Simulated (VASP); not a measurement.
Input of a VASP 6.6.1 run:

File INCAR:

```
PREC = Accurate
ENCUT = 750
EDIFF = 1E-6
ISMEAR = 0
SIGMA = 0.1
LREAL = F
LASPH = T
NELM = 200
ALGO = Normal
ISIF = 2
LWAVE = F
LCHARG = F
LMAXMIX = 4
LDAU = T
LDAUTYPE = 2
LDAUL = -1 2 -1 -1
LDAUU = 0 1 0 0
LDAUJ = 0 0 0 0
LDAUPRINT = 1
GGA = PE
NBANDS = 20
GGA_COMPAT = F
```

KPOINTS

```
Automatic mesh
0
Gamma
  10 10 10
```

File POSCAR:

```
LiScBH4
1.0
    0.0000000000      3.4466954232      3.4466954232
    3.4466954232      0.0000000000      3.4466954232
    3.4466954232      3.4466954232      0.0000000000
Li Sc B H
1 1 1 4
Direct
    0.0000000000      0.0000000000      0.0000000000
    0.7500000000      0.7500000000      0.7500000000
    0.2500000000      0.2500000000      0.2500000000
    0.1461457068      0.1461457068      0.1461457068
    0.1461457068      0.1461457068      0.5615628795
    0.1461457068      0.5615628795      0.1461457068
    0.5615628795      0.1461457068      0.1461457068
```

Potentials or basis: VASP PAW PBE potentials, release 64 (Li_sv, Sc_sv, B, H).

The run is started by

```console
$ cat potpaw_PBE.64/Li_sv/POTCAR potpaw_PBE.64/Sc_sv/POTCAR potpaw_PBE.64/B/POTCAR potpaw_PBE.64/H/POTCAR > POTCAR
$ mpirun -np 1 vasp_std > vasp.out
```

Estimate the largest force.

0.004 eV/Å.

Predict the pressure.

0.4 GPa.

Eigenvalues of the final occupation matrices:
```csv
site,spin,trace,eigenvalues
site 2 d,1,0.49,0.02 0.02 0.15 0.15 0.15
site 2 d,2,0.49,0.02 0.02 0.15 0.15 0.15
```

Caveat: U without spin polarisation on a metal has little footing; the U is typed as a test and isn't derived for this compound.
